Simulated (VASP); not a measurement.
Input of a VASP 6.6.1 run:

File INCAR:

```
PREC = Accurate
ENCUT = 520
EDIFF = 1E-6
ISMEAR = 0
SIGMA = 0.1
LREAL = False
LASPH = True
NELM = 120
ALGO = Normal
ISIF = 2
LWAVE = False
LCHARG = False
LDIPOL = True
IDIPOL = 3
DIPOL = 0.5 0.5 0.486
GGA = PS
NBANDS = 48
GGA_COMPAT = False
NELMDL = -8
```

KPOINTS

```
regular mesh
0
Gamma
  10 7 1
```

POSCAR

```
Ti6HC
1.0
    2.8679135953      0.0000000000      0.0000000000
    0.0000000000      4.0558423021      0.0000000000
    0.0000000000      0.0000000000     27.2697839881
Ti C H
6 1 1
Direct
    0.5000000000      0.5000000000      0.3117003055
    0.0000000000      0.0000000000      0.3642843963
    0.5000000000      0.5000000000      0.4168684871
    0.0000000000      0.0000000000      0.4728637332
    0.5000000000      0.5000000000      0.5200387542
    0.0000000000      0.0000000000      0.5768787725
    0.5000000000      0.5000000000      0.5936227262
    0.5000000000      0.5000000000      0.6345041779
```

Potentials or basis: VASP PAW PBE potentials, release 64 (Ti_sv, C, H).

The run is started by

```bash
$ cat potpaw_PBE.64/Ti_sv/POTCAR potpaw_PBE.64/C/POTCAR potpaw_PBE.64/H/POTCAR > POTCAR
$ mpirun -np 1 vasp_std > vasp.out
```

**Question.** Estimate the largest force.

**Answer.** 0.667 eV/Å.

**Question.** Estimate the band gap on the k mesh.

**Answer.** Zero (an odd number of electrons rules out a gap without spin polarisation).

Forces in eV/Å, atoms in the order of the input:
```
Ti   0.000  0.000  0.667
Ti   0.000  0.000 -0.324
Ti   0.000  0.000 -0.339
Ti   0.000  0.000  0.022
Ti   0.000  0.000 -0.025
Ti   0.000  0.000 -0.025
C    0.000  0.000 -0.016
H    0.000  0.000  0.040
```

Caveat: the PAW data sets were made with another functional, which shifts forces and pressure a little.
